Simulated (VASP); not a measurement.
Cu2H3:

```
Cu H
1.0
     3.60262    0.00000    0.00000
     0.00000    3.60262    0.00000
     0.00000    0.00000    4.60119
Cu H
2 3
Direct
  0.00000 0.50000 0.50000
  0.50000 0.00000 0.50000
  0.00000 0.50000 0.00000
  0.50000 0.00000 0.00000
  0.50000 0.50000 0.50000
```

The cell was generated, and may not be a known phase.

| Item | Value |
| --- | --- |
| Program | VASP 6.6.1 |
| Task | relaxation of cell and atoms |
| Functional | PBE |
| Potentials or basis | VASP PAW PBE potentials, release 64 (Cu, H) |
| Cutoff | 600 eV |
| k mesh | 6 × 6 × 4 |
| Occupations | gaussian, width 0.1 eV |
| Spin | no spin polarisation |

At the start: pressure -11.4 GPa; volume 11.94 Å³/atom.

Problem. Where does the relaxation end?

Solution. Over 9 steps the energy falls by 507.8 meV/atom and the volume is 8.70 Å³/atom (-27.1 %); space group P4/mmm (No. 123, to 0.1 Å) before and after.

The path:
| step | energy change (eV) | largest force (eV/Å) | pressure (GPa) | volume (Å³) |
| --- | --- | --- | --- | --- |
| 1 | 0.0000 | 0.0000 | -11.36 | 59.72 |
| 2 | -0.8456 | 0.0000 | -9.72 | 52.61 |
| 3 | -1.6874 | 0.0000 | 33.96 | 33.68 |
| 4 | -1.8639 | 0.0000 | -0.53 | 42.96 |
| 5 | -2.0429 | 0.0000 | 16.26 | 36.90 |
| 6 | -2.0665 | 0.0000 | 8.42 | 39.13 |
| 7 | -2.4140 | 0.0000 | 9.71 | 39.26 |
| 8 | -2.4130 | 0.0000 | 10.14 | 39.25 |
| 9 | -2.5389 | 0.0000 | 0.23 | 43.51 |

Final structure:
```yaml
crystal:
  lattice:
    - [3.70927, 0.00000, 0.00000]
    - [0.00000, 3.70927, 0.00000]
    - [0.00000, 0.00000, 3.16249]
  atoms:
    - { symbol: Cu, position: [0.00000, 0.50000, 0.50000] }
    - { symbol: Cu, position: [0.50000, 0.00000, 0.50000] }
    - { symbol: H, position: [0.00000, 0.50000, 0.00000] }
    - { symbol: H, position: [0.50000, 0.00000, 0.00000] }
    - { symbol: H, position: [0.50000, 0.50000, 0.50000] }
```

Caveat: the volume moved by over 15 % at a fixed basis, so the end points are rough.
